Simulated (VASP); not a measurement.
Crystal: Al3GaSb4.

```xyz
8
Lattice="4.1925 0.0000 0.0000 0.0000 8.3851 0.0000 0.0000 0.0000 5.9292" Properties=species:S:1:pos:R:3 pbc="T T T"
Al    0.0000    6.2888    0.0000
Al    2.0963    0.0000    2.9646
Al    0.0000    2.0963    0.0000
Sb    2.0963    6.2888    1.4823
Sb    0.0000    0.0000    4.4469
Sb    2.0963    2.0963    1.4823
Sb    0.0000    4.1925    4.4469
Ga    2.0963    4.1925    2.9646
```

```yaml
Program: VASP 6.6.1
Task: relaxation of cell and atoms
Functional: PBE
Potentials_or_basis: VASP PAW PBE potentials, release 64 (Al, Sb, Ga_d)
Cutoff: 500 eV
k_mesh: 6 × 4 × 4
Occupations: fermi-dirac, width 0.02 eV
Spin: no spin polarisation
```

At the start: pressure 10.0 GPa; volume 26.05 Å³/atom.

Q: How do energy, volume and symmetry change on relaxing?

A: Over 10 steps the energy falls by 112.8 meV/atom and the volume is 30.20 Å³/atom (+15.9 %); space group Pmm2 (No. 25, to 0.1 Å) before and after.

The path:
```csv
step,energy change (eV),largest force (eV/Å),pressure (GPa),volume (Å³)
1,0.0000,0.0777,9.99,208.44
2,-0.6900,0.0411,-3.19,261.36
3,-0.9026,0.0151,0.02,241.46
4,-0.9023,0.0150,-0.11,242.15
5,-0.9026,0.0104,0.02,241.45
6,-0.9026,0.0107,0.01,241.50
7,-0.9026,0.0108,0.01,241.51
8,-0.9027,0.0076,0.01,241.54
9,-0.9027,0.0061,0.00,241.57
10,-0.9027,0.0036,0.00,241.57
```

Final structure:
```yaml
crystal:
  lattice:
    - [4.40909, 0.00000, 0.00000]
    - [0.00000, 8.81006, 0.00000]
    - [0.00000, 0.00000, 6.21884]
  atoms:
    - { symbol: Al, position: [0.00000, 0.74968, 0.00009] }
    - { symbol: Al, position: [0.50000, 0.00000, 0.50019] }
    - { symbol: Al, position: [0.00000, 0.25032, 0.00009] }
    - { symbol: Sb, position: [0.50000, 0.74965, 0.24993] }
    - { symbol: Sb, position: [0.00000, 0.00000, 0.75019] }
    - { symbol: Sb, position: [0.50000, 0.25035, 0.24993] }
    - { symbol: Sb, position: [0.00000, 0.50000, 0.74948] }
    - { symbol: Ga, position: [0.50000, 0.50000, 0.50011] }
```

Caveat: the volume moved by over 15 % at a fixed basis, so the end points are rough.
